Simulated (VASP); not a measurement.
# Ti (P6_3/mmc) in VASP: notebook

The runs below take Ti through single point, with r2SCAN.

Everything below comes from runs of VASP 6.6.1. Logs are shortened: lines on timing, memory, paths and dates and some standing lists are left out, and cuts for length are marked.

**1. The cell of the first run**

Symmetry: P6_3/mmc, No. 194, hexagonal system. Conventional cell: a = 3.099 Å, b = 3.099 Å, c = 4.160 Å, α = 90.00°, β = 90.00°, γ = 120.00°. Within 3.6 Å of Ti (site symmetry -6m2) lie 12 Ti at 2.74 to 3.10 Å.

**2. Single point, r2SCAN**

File POSCAR:

```
Ti
1.0
    3.0992245148      0.0000000000      0.0000000000
   -1.5496122574      2.6840071618      0.0000000000
    0.0000000000      0.0000000000      4.1601352342
Ti
2
Direct
    0.3333333333      0.6666666667      0.2500000000
    0.6666666667      0.3333333333      0.7500000000
```

File INCAR.step1:

```
SYSTEM = Ti
ALGO = Normal ; EDIFF = 1E-4
ENCUT = 520 ; GGA = PE
ISMEAR = 0 ; LASPH = .True.
LCHARG = .False. ; LREAL = .False.
LWAVE = .True. ; NBANDS = 19
NELM = 60 ; PREC = Accurate
SIGMA = 0.15
```

File INCAR.step2:

```
SYSTEM = Ti
ALGO = Normal ; EDIFF = 1E-6
ENCUT = 520 ; ISIF = 2
ISMEAR = 0 ; ISTART = 1
LASPH = .True. ; LCHARG = .True.
LELF = .True. ; LMIXTAU = .True.
LREAL = .False. ; LVHAR = .True.
LWAVE = .False. ; METAGGA = R2SCAN
NBANDS = 19 ; NELM = 60
PREC = Accurate ; SIGMA = 0.15
```

File KPOINTS:

```
k-points
0
Gamma
  24 24 14
  0 0 0
```

Potentials or basis: VASP PAW PBE potentials, release 64 (Ti_sv).

Launch:

```console
$ cat potpaw_PBE.64/Ti_sv/POTCAR > POTCAR
$ cp INCAR.step1 INCAR
$ mpirun -np 1 vasp_std > vasp.out
$ cp INCAR.step2 INCAR
$ mpirun -np 1 vasp_std > vasp.out
```

OUTCAR:

```text
SYSTEM = Ti
   EDIFF = 1E-6
   ENCUT = 520
   ISIF = 2
   ISMEAR = 0
   ISTART = 1
   LASPH = .True.
   LREAL = .False.
   METAGGA = R2SCAN
   NELM = 60
   PREC = Accurate

 ion  position               nearest neighbor table
   1  0.333  0.667  0.250-   2 2.74   2 2.74   2 2.74   2 2.74   2 2.74   2 2.74
   2  0.667  0.333  0.750-   1 2.74   1 2.74   1 2.74   1 2.74   1 2.74   1 2.74

  LATTYP: Found a hexagonal cell.
 ALAT       =     3.0992245148
 C/A-ratio  =     1.3423148966

  Lattice vectors:

 A1 = (   3.0992245148,   0.0000000000,   0.0000000000)
 A2 = (  -1.5496122574,   2.6840071618,   0.0000000000)
 A3 = (   0.0000000000,   0.0000000000,   4.1601352342)

Analysis of symmetry for initial positions (statically):
=====================================================================
 Subroutine PRICEL returns:
 Original cell was already a primitive cell.

 Routine SETGRP: Setting up the symmetry group for a
 hexagonal supercell.

 Subroutine GETGRP returns: Found 24 space group operations
 (whereof 12 operations were pure point group operations)
 out of a pool of 24 trial point group operations.

The static configuration has the point symmetry D_3d.
 The point group associated with its full space group is D_6h.

Analysis of symmetry for dynamics (positions and initial velocities):
=====================================================================
 Subroutine PRICEL returns:
 Original cell was already a primitive cell.

 Routine SETGRP: Setting up the symmetry group for a
 hexagonal supercell.

 Subroutine GETGRP returns: Found 24 space group operations
 (whereof 12 operations were pure point group operations)
 out of a pool of 24 trial point group operations.

The dynamic configuration has the point symmetry D_3d.
 The point group associated with its full space group is D_6h.

 Subroutine INISYM returns: Found 24 space group operations
 (whereof 12 operations are pure point group operations),
 and found     1 'primitive' translations

----------------------------------------------------------------------------------------

                                     Primitive cell

  volume of cell :      34.6054

  direct lattice vectors                    reciprocal lattice vectors
     3.099224515  0.000000000  0.000000000     0.322661361  0.186288624  0.000000000
    -1.549612257  2.684007162  0.000000000     0.000000000  0.372577247  0.000000000
[... 78 lines left out ...]
   ICHARG =      0    charge: 1-file 2-atom 10-const
   ISPIN  =      1    spin polarized calculation?
   LNONCOLLINEAR =      F non collinear calculations
   LSORBIT =      F    spin-orbit coupling
   LASPH  =      T    aspherical Exc in radial PAW
   ENCUT  =  520.0 eV  38.22 Ry    6.18 a.u.   5.76  5.76  7.74*2*pi/ulx,y,z
   NELM   =     60;   NELMIN=  2; NELMDL=  0     # of ELM steps
   EDIFF  = 0.1E-05   stopping-criterion for ELM
   LREAL  =      F    real-space projection
   EDIFFG = 0.1E-04   stopping-criterion for IOM
   NSW    =      0    number of steps for IOM
   IBRION =     -1    ionic relax: 0-MD 1-quasi-New 2-CG
   NFREE  =      0    steps in history (QN), initial steepest desc. (CG)
   ISIF   =      2    stress and relaxation
   ISYM   =      2    0-nonsym 1-usesym 2-fastsym
   POTIM  = 0.5000    time-step for ionic-motion
   TEBEG  =    0.0;   TEEND  =   0.0 temperature during run
   PSTRESS=    0.0 pullay stress
   NELECT =      24.0000    total number of electrons
   NUPDOWN=      -1.0000    fix difference up-down
   EMIN   =  10.00;   EMAX   =-10.00  energy-range for DOS
   EFERMI =   0.00;   METHOD = LEGACY
   ISMEAR =     0;   SIGMA  =   0.15  broadening in eV -4-tet -1-fermi 0-gaus
   EFERMI_NEDOS =   21; number of points for ismear=-14 and -15
   IALGO  =     38    algorithm
   IMIX   =      4    mixing-type and parameters
     AMIX     =   0.40;   BMIX     =  1.00
     AMIX_MAG =   1.60;   BMIX_MAG =  1.00
  volume/ion in A,a.u.               =      17.30       116.76
  Fermi-wavevector in a.u.,A,eV,Ry     =   1.449096  2.738395 28.570596  2.099880
  Thomas-Fermi vector in A             =   2.566862
   LORBIT       =      0    0 simple, 1 ext, 2 COOP (PROOUT), +10 PAW based schemes
   METAGGA = R2SCAN    functional components
   LHFCALC =     F    Hartree Fock is set to
   AEXX    =    0.0000 exact exchange contribution
   IVDW    =     0    specifies the selected vdW correction
   LEPSILON=     F    determine dielectric tensor
   LRPA    =     F    only Hartree local field effects (RPA)
 non-spin polarized calculation
 Gauss-broadening in eV      SIGMA  =   0.15
  energy-cutoff  :      520.00
  volume of cell :       34.61
 maximum number of plane-waves:       946
 NGX is ok and might be reduce to    24

 number of electron      23.9999996 magnetization

 Free energy of the ion-electron system (eV)
  ---------------------------------------------------
  ext. energy  EPLUGINS =         0.00000000
  ---------------------------------------------------
  free energy    TOTEN  =       -25.70494502 eV

  energy without entropy =      -25.68276718  energy(sigma->0) =      -25.69385610

 E-fermi :   8.4129     XC(G=0): -12.3987

 val. band max:        8.4105052294   @ k =   0.0833   0.0000   0.4286
 cond. band min:       8.4139468900   @ k =   0.3750   0.0417   0.0000
 fundamental gap:      0.0034416605
 Fermi energy:         8.4129312206

 k-point     1 :       0.0000    0.0000    0.0000
  band No.  band energies     occupation
      1     -50.8452      2.00000
      2     -50.6017      2.00000
      3     -26.5132      2.00000
      4     -25.8483      2.00000
      5     -25.8483      2.00000
      6     -25.6273      2.00000
[... 505 lines left out ...]
      6     -25.9226      2.00000
[... 11 lines left out ...]
     18      12.5903      0.00000
     19      12.6629      0.00000

 [... further k-points ...]
[... 5 lines left out ...]
  --------------------------------------------------------------------------------------
  -------------------------------------------------------------------------------------
  Total       -0.9184984     -0.9184984      2.3904568      0.0000000      0.0000000      0.0000000
  in kB      -42.5250490    -42.5250490    110.6744355      0.0000000      0.0000000      0.0000000
  external PRESSURE =       8.5414458 kB  Pullay stress =       0.0000000 kB

 VOLUME and BASIS-vectors are now :
 -----------------------------------------------------------------------------
  energy-cutoff  :      520.00
  volume of cell :       34.61
      direct lattice vectors                 reciprocal lattice vectors
     3.099224515  0.000000000  0.000000000     0.322661361  0.186288624  0.000000000
    -1.549612257  2.684007162  0.000000000     0.000000000  0.372577247  0.000000000
     0.000000000  0.000000000  4.160135234     0.000000000  0.000000000  0.240376801

 POSITION                                       TOTAL-FORCE (eV/Angst)
 -----------------------------------------------------------------------------------
     -0.00000      1.78934      1.04003        -0.000000     -0.000000      0.000000
      1.54961      0.89467      3.12010         0.000000      0.000000      0.000000
 -----------------------------------------------------------------------------------
    total drift:                               -0.000000      0.000000     -0.000000

  FREE ENERGIE OF THE ION-ELECTRON SYSTEM (eV)
  ---------------------------------------------------
  free  energy   TOTEN  =       -25.7049450175 eV

  energy  without entropy=      -25.6827671754  energy(sigma->0) =      -25.69385610
```

OUTCAR.step1:

```text
SYSTEM = Ti
   EDIFF = 1E-4
   ENCUT = 520
   GGA = PE
   ISMEAR = 0
   LASPH = .True.
   LREAL = .False.
[... 752 lines left out ...]
     -0.00000      1.78934      1.04003         0.000000     -0.000000      0.000000
      1.54961      0.89467      3.12010        -0.000000      0.000000      0.000000
 -----------------------------------------------------------------------------------
    total drift:                               -0.000000      0.000000     -0.000000

  FREE ENERGIE OF THE ION-ELECTRON SYSTEM (eV)
  ---------------------------------------------------
  free  energy   TOTEN  =       -15.4924130303 eV

  energy  without entropy=      -15.4664115176  energy(sigma->0) =      -15.47941227
```

OSZICAR.step1:

```text
N       E                     dE             d eps       ncg     rms          rms(c)
DAV:   1     0.264302949315E+03    0.26430E+03   -0.13056E+04 18560   0.158E+03
DAV:   2     0.128332897132E+02   -0.25147E+03   -0.24737E+03 19039   0.442E+02
DAV:   3    -0.162015488688E+02   -0.29035E+02   -0.28647E+02 34975   0.124E+02
DAV:   4    -0.174325875227E+02   -0.12310E+01   -0.12291E+01 21193   0.265E+01
DAV:   5    -0.174918130830E+02   -0.59226E-01   -0.59217E-01 27768   0.418E+00    0.119E+01
DAV:   6    -0.154794766138E+02    0.20123E+01   -0.76134E+00 22003   0.271E+01    0.301E+00
DAV:   7    -0.154721847527E+02    0.72919E-02   -0.64728E-01 27944   0.585E+00    0.206E+00
DAV:   8    -0.155010033746E+02   -0.28819E-01   -0.21474E-01 20275   0.530E+00    0.793E-01
DAV:   9    -0.154919264405E+02    0.90769E-02   -0.48883E-02 20538   0.230E+00    0.717E-02
DAV:  10    -0.154923711885E+02   -0.44475E-03   -0.32327E-03 27204   0.344E-01    0.826E-02
DAV:  11    -0.154924130303E+02   -0.41842E-04   -0.15045E-04 15209   0.838E-02
   1 F= -.15492413E+02 E0= -.15479412E+02  d E =-.260015E-01
```

It took 37 min on 1 thread of AMD EPYC, shared host; peak memory 0.33 GiB.

What came out:

| Property | Result |
| --- | --- |
| Free energy | -25.7049 eV |
| Pressure | 0.9 GPa |
| Band gap on the k mesh | zero (bands 12 and 13 overlap by 1.08 eV) |

Caveat: the stress differs along the axes, from -4 to 11 GPa; the PAW data sets were made with another functional, which shifts forces and pressure a little.

**3. Single point, r2SCAN**

This run uses another cell than the first one, of the same volume but with other edges.

File POSCAR:

```
Ti
1.0
    2.7626906966      0.0000000000      0.0000000000
   -1.3813453483      2.3925603260      0.0000000000
    0.0000000000      0.0000000000      5.2353894732
Ti
2
Direct
    0.3333333333      0.6666666667      0.2500000000
    0.6666666667      0.3333333333      0.7500000000
```

File INCAR.step1:

```
ALGO     = Normal         # electronic algorithm
EDIFF    = 1E-4           # SCF threshold, eV
ENCUT    = 520            # plane-wave cutoff, eV
GGA      = PE             # functional
ISMEAR   = 0              # smearing method
LASPH    = True           # aspherical terms in the spheres
LCHARG   = False          # write CHGCAR
LREAL    = False          # projectors in reciprocal space
LWAVE    = True           # write WAVECAR
NBANDS   = 19             # bands
NELM     = 60             # most SCF steps
PREC     = Accurate       # precision mode
SIGMA    = 0.15           # smearing width, eV
```

File INCAR.step2:

```
ALGO     = Normal         # electronic algorithm
EDIFF    = 1E-7           # SCF threshold, eV
ENCUT    = 520            # plane-wave cutoff, eV
ISIF     = 2              # what is computed and relaxed
ISMEAR   = 0              # smearing method
ISTART   = 1            
LASPH    = True           # aspherical terms in the spheres
LCHARG   = False          # write CHGCAR
LMIXTAU  = True         
LREAL    = False          # projectors in reciprocal space
LWAVE    = False          # write WAVECAR
METAGGA  = R2SCAN         # meta-GGA
NBANDS   = 19             # bands
NELM     = 60             # most SCF steps
PREC     = Accurate       # precision mode
SIGMA    = 0.15           # smearing width, eV
```

File KPOINTS:

```
k-points
0
Gamma
  24 24 14
```

Potentials or basis: VASP PAW PBE potentials, release 64 (Ti_sv).

Launch:

```console
$ cat potpaw_PBE.64/Ti_sv/POTCAR > POTCAR
$ cp INCAR.step1 INCAR
$ mpirun -np 1 vasp_std > vasp.out
$ cp INCAR.step2 INCAR
$ mpirun -np 1 vasp_std > vasp.out
```

OUTCAR:

```text
EDIFF = 1E-7
   ENCUT = 520
   ISIF = 2
   ISMEAR = 0
   ISTART = 1
   LASPH = True
   LREAL = False
   METAGGA = R2SCAN
   NELM = 60
   PREC = Accurate

 ion  position               nearest neighbor table
   1  0.333  0.667  0.250-
   2  0.667  0.333  0.750-

  LATTYP: Found a hexagonal cell.
 ALAT       =     2.7626906966
 C/A-ratio  =     1.8950327953

  Lattice vectors:

 A1 = (   2.7626906966,   0.0000000000,   0.0000000000)
[... 189 lines left out ...]
      1     -50.6826      2.00000
      2     -50.6133      2.00000
      3     -26.0961      2.00000
      4     -25.6144      2.00000
      5     -25.4119      2.00000
      6     -25.4119      2.00000
[... 505 lines left out ...]
      6     -25.6463      2.00000
[... 11 lines left out ...]
     18      12.6127      0.00000
     19      13.1506      0.00000

 [... further k-points ...]
[... 5 lines left out ...]
  --------------------------------------------------------------------------------------
  -------------------------------------------------------------------------------------
  Total        1.4517766      1.4517766     -2.5703607      0.0000000      0.0000000      0.0000000
  in kB       67.2150040     67.2150040   -119.0037112      0.0000000      0.0000000      0.0000000
  external PRESSURE =       5.1420989 kB  Pullay stress =       0.0000000 kB

 VOLUME and BASIS-vectors are now :
 -----------------------------------------------------------------------------
  energy-cutoff  :      520.00
  volume of cell :       34.61
      direct lattice vectors                 reciprocal lattice vectors
     2.762690697  0.000000000  0.000000000     0.361965964  0.208981147  0.000000000
    -1.381345348  2.392560326  0.000000000     0.000000000  0.417962293  0.000000000
     0.000000000  0.000000000  5.235389473     0.000000000  0.000000000  0.191007757

 POSITION                                       TOTAL-FORCE (eV/Angst)
 -----------------------------------------------------------------------------------
     -0.00000      1.59504      1.30885         0.000000     -0.000000      0.000000
      1.38135      0.79752      3.92654        -0.000000      0.000000      0.000000
 -----------------------------------------------------------------------------------
    total drift:                               -0.000000      0.000000     -0.000000

  FREE ENERGIE OF THE ION-ELECTRON SYSTEM (eV)
  ---------------------------------------------------
  free  energy   TOTEN  =       -25.6271448200 eV

  energy  without entropy=      -25.6029101745  energy(sigma->0) =      -25.61502750
```

Wall time 48 min (1 thread of AMD EPYC, shared host); peak memory 0.34 GiB.

Results:

| Quantity | Value |
| --- | --- |
| Free energy | -25.6271 eV |
| Pressure | 0.5 GPa |
| Band gap on the k mesh | zero (bands 12 and 13 overlap by 0.40 eV) |

Caveat: the stress differs along the axes, from -12 to 7 GPa; the PAW data sets were made with another functional, which shifts forces and pressure a little.
